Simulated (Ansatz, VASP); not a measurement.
## Zr8N: VASP beside Ansatz

File INCAR:

```
ALGO = Normal
DIPOL = 0.5 0.5 0.331
EDIFF = 1E-7
ENCUT = 520
GGA = PE
IDIPOL = 3
ISIF = 2
ISMEAR = 0
IVDW = 12
LASPH = T
LCHARG = F
LDIPOL = T
LREAL = Auto
LWAVE = F
NBANDS = 116
NELM = 100
PREC = Accurate
SIGMA = 0.1
```

Contents of KPOINTS:

```
k-points
0
Gamma
  6 6 1
```

POSCAR

```
Zr8N
1.0
    6.3664247930      0.0000000000      0.0000000000
   -3.1832123965      5.5134856020      0.0000000000
    0.0000000000      0.0000000000     26.3387859015
Zr N
16 2
Direct
    0.3333333333      0.1666666667      0.1518672886
    0.3333333333      0.6666666667      0.1518672886
    0.8333333333      0.1666666667      0.1518672886
    0.8333333333      0.6666666667      0.1518672886
    0.1666666667      0.3333333333      0.2489701804
    0.1666666667      0.8333333333      0.2489701804
    0.6666666667      0.3333333333      0.2489701804
    0.6666666667      0.8333333333      0.2489701804
    0.3333333333      0.1666666667      0.3487108088
    0.3333333333      0.6666666667      0.3487108088
    0.8333333333      0.1666666667      0.3487108088
    0.8333333333      0.6666666667      0.3487108088
    0.1666666667      0.3333333333      0.4418877144
    0.1666666667      0.8333333333      0.4418877144
    0.6666666667      0.3333333333      0.4418877144
    0.6666666667      0.8333333333      0.4418877144
    0.1666666667      0.5833333333      0.5785682741
    0.1666666667      0.5833333333      0.6203317785
```

Input for Ansatz:

```yaml
crystal:
  lattice:
    - [6.366424793, 0.0, 0.0]
    - [-3.1832123965, 5.513485602, 0.0]
    - [0.0, 0.0, 26.3387859015]
  atoms:
    - { symbol: Zr, position: [0.3333333333, 0.1666666667, 0.1518672886] }
    - { symbol: Zr, position: [0.3333333333, 0.6666666667, 0.1518672886] }
    - { symbol: Zr, position: [0.8333333333, 0.1666666667, 0.1518672886] }
    - { symbol: Zr, position: [0.8333333333, 0.6666666667, 0.1518672886] }
    - { symbol: Zr, position: [0.1666666667, 0.3333333333, 0.2489701804] }
    - { symbol: Zr, position: [0.1666666667, 0.8333333333, 0.2489701804] }
    - { symbol: Zr, position: [0.6666666667, 0.3333333333, 0.2489701804] }
    - { symbol: Zr, position: [0.6666666667, 0.8333333333, 0.2489701804] }
    - { symbol: Zr, position: [0.3333333333, 0.1666666667, 0.3487108088] }
    - { symbol: Zr, position: [0.3333333333, 0.6666666667, 0.3487108088] }
    - { symbol: Zr, position: [0.8333333333, 0.1666666667, 0.3487108088] }
    - { symbol: Zr, position: [0.8333333333, 0.6666666667, 0.3487108088] }
    - { symbol: Zr, position: [0.1666666667, 0.3333333333, 0.4418877144] }
    - { symbol: Zr, position: [0.1666666667, 0.8333333333, 0.4418877144] }
    - { symbol: Zr, position: [0.6666666667, 0.3333333333, 0.4418877144] }
    - { symbol: Zr, position: [0.6666666667, 0.8333333333, 0.4418877144] }
    - { symbol: "N", position: [0.1666666667, 0.5833333333, 0.5785682741] }
    - { symbol: "N", position: [0.1666666667, 0.5833333333, 0.6203317785] }
basis:
  ecutwfc: 420
kpoints:
  mp_grid: { grid: [6, 6, 1] }
hamiltonian:
  xc: pbe
  dispersion: d3bj
scf:
  occupations: { method: gaussian, width: 0.1 }
output:
  forces: true
  eigenvalues: true
efield:
  axis: 3
  dipole_correction: true
  ramp_width: 0.04
```

Alike in both runs: task single point; functional PBE; dispersion D3(BJ); k mesh 6 × 6 × 1; occupations gaussian, width 0.1 eV; no spin polarisation.

|  | VASP | Ansatz |
| --- | --- | --- |
| version | VASP 6.6.1 | Ansatz 0.2.0 |
| potentials or method | VASP PAW PBE potentials, release 64 (Zr_sv, N), cutoff 520 eV | scalar-relativistic, plane waves, PAW |
| valence electrons in the cell | 202 | 202 |

Ansatz gave:

| Quantity | Value |
| --- | --- |
| gap on the k mesh at the Fermi level (eV) | none |
| rms of the force components (eV/Å) | 0.182 |

Task: Which values does VASP return?

Result: gap on the k mesh at the Fermi level (eV): none; rms of the force components (eV/Å): 0.458.

Atom by atom the forces differ by 0.344 eV/Å (rms over components). A gap of «none» marks a metal or a gap that the smearing closes. One of these differences is far larger than is usual between the two programs; its cause wasn't traced.

Noted on VASP's run: the standard files for N, O and F lose accuracy on very short bonds.
